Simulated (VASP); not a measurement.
Write the native input for VASP 6.6.1 that does the following.

- Task: single point
- Functional: PBE
- Potentials or basis: VASP PAW PBE potentials, release 64 (Mo_sv, C)
- Cutoff: 520 eV
- k mesh: 5 × 5 × 1
- Occupations: gaussian, width 0.1 eV
- Spin: no spin polarisation
- Dipole correction: yes
- Further INCAR settings: ALGO = Normal; EDIFF = 1e-06; NBANDS = 98

The structure of Mo12C lies in POSCAR:

```
Mo12C
1.0
    5.4740406976      0.0000000000      0.0000000000
   -1.8246802325      5.1609750636      0.0000000000
    0.0000000000      0.0000000000     19.8082144184
Mo C
12 1
Direct
    0.2500000000      0.2500000000      0.2019364247
    0.2500000000      0.7500000000      0.2019364247
    0.7500000000      0.2500000000      0.2019364247
    0.7500000000      0.7500000000      0.2019364247
    0.0000000000      0.0000000000      0.3106872620
    0.0000000000      0.5000000000      0.3106872620
    0.5000000000      0.0000000000      0.3106872620
    0.5000000000      0.5000000000      0.3106872620
    0.2500000000      0.2500000000      0.4194327789
    0.2500000000      0.7500000000      0.4194327789
    0.7500000000      0.2500000000      0.4194327789
    0.7500000000      0.7500000000      0.4194327789
    0.2500000000      0.2500000000      0.5112535618
```

These files were run (other wordings do the same):

INCAR

```
SYSTEM = Mo12C
  ALGO = Normal
  DIPOL = 0.5 0.5 0.326
  EDIFF = 1E-6
  ENCUT = 520
  GGA = PE
  IDIPOL = 3
  ISIF = 2
  ISMEAR = 0
  LASPH = .TRUE.
  LCHARG = .TRUE.
  LDIPOL = .TRUE.
  LELF = .TRUE.
  LREAL = .FALSE.
  LVACPOTAV = .TRUE.
  LVHAR = .TRUE.
  LWAVE = .FALSE.
  NBANDS = 98
  NELM = 80
  PREC = Accurate
  SIGMA = 0.1
```

KPOINTS

```
k-points
0
G
  5 5 1
  0 0 0
```

Potentials or basis: VASP PAW PBE potentials, release 64 (Mo_sv, C).

The run is started by

```bash
$ cat potpaw_PBE.64/Mo_sv/POTCAR potpaw_PBE.64/C/POTCAR > POTCAR
$ mpirun -np 1 vasp_std > vasp.out
```

Results of the run:

The largest force is 0.995 eV/Å and the band gap on the k mesh is zero (band 86 reaches 2.10 eV, above the bottom of band 87 at 0.58 eV).

It took 30 min on 1 thread of Intel(R) Xeon(R) Platinum 8375C CPU @ 2.90GHz (Ice Lake), with other jobs on the host, peak memory 0.74 GiB.
